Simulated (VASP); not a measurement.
## ZnS: single point with PBEsol

Crystal: ZnS.

```
CELL_PARAMETERS angstrom
0.00000 2.67826 3.02965
2.67826 0.00000 3.02965
2.67826 2.67826 0.00000
ATOMIC_POSITIONS crystal
Zn 0.00000 0.00000 0.00000
S 0.75000 0.75000 0.75000
```

This cell differs from its parent crystal: strain +0.1312 x Voigt [0, 0, 1, 0, 0, 0].

```json
{
 "Program": "VASP 6.6.1",
 "Task": "single point",
 "Functional": "PBEsol",
 "Potentials or basis": "VASP PAW PBE potentials, release 64 (Zn, S)",
 "Cutoff": "520 eV",
 "k mesh": "10 × 10 × 10",
 "Occupations": "gaussian, width 0.05 eV",
 "Spin": "no spin polarisation",
 "Dipole correction": "no",
 "Further INCAR settings": "ALGO = Normal; EDIFF = 1e-06; NBANDS = 16"
}
```

| Quantity | Value |
| --- | --- |
| Pressure | -7.5 GPa |
| Band gap on the k mesh | 1.34 eV |

Stress tensor (GPa, compression positive):
```
 -5.28   0.00   0.00
  0.00  -5.28   0.00
  0.00   0.00 -11.80
```

Levels at points of the mesh, in eV from the valence-band top:
| k point | band 7 | band 8 | band 9 | band 10 | band 11 | band 12 |
| --- | --- | --- | --- | --- | --- | --- |
| (0.00, 0.00, 0.00) | -0.51 | 0.00 | 0.00 | 1.34 | 6.28 | 6.28 |
| (0.50, 0.00, 0.00) | -4.85 | -1.22 | -0.55 | 2.65 | 6.48 | 7.25 |
| (0.50, 0.50, 0.00) | -4.83 | -1.64 | -1.64 | 3.71 | 4.52 | 9.18 |
| (0.50, 0.00, 0.50) | -4.12 | -2.31 | -2.12 | 3.13 | 3.45 | 10.11 |

Run time: 96 s on 1 thread of Intel Xeon 8259CL, on a shared host, peak memory 0.21 GiB.

Caveat: the cell differs from its parent crystal (strain +0.1312 x Voigt [0, 0, 1, 0, 0, 0]); the cell stands under tension; the PAW data sets were made with another functional, which shifts forces and pressure a little.
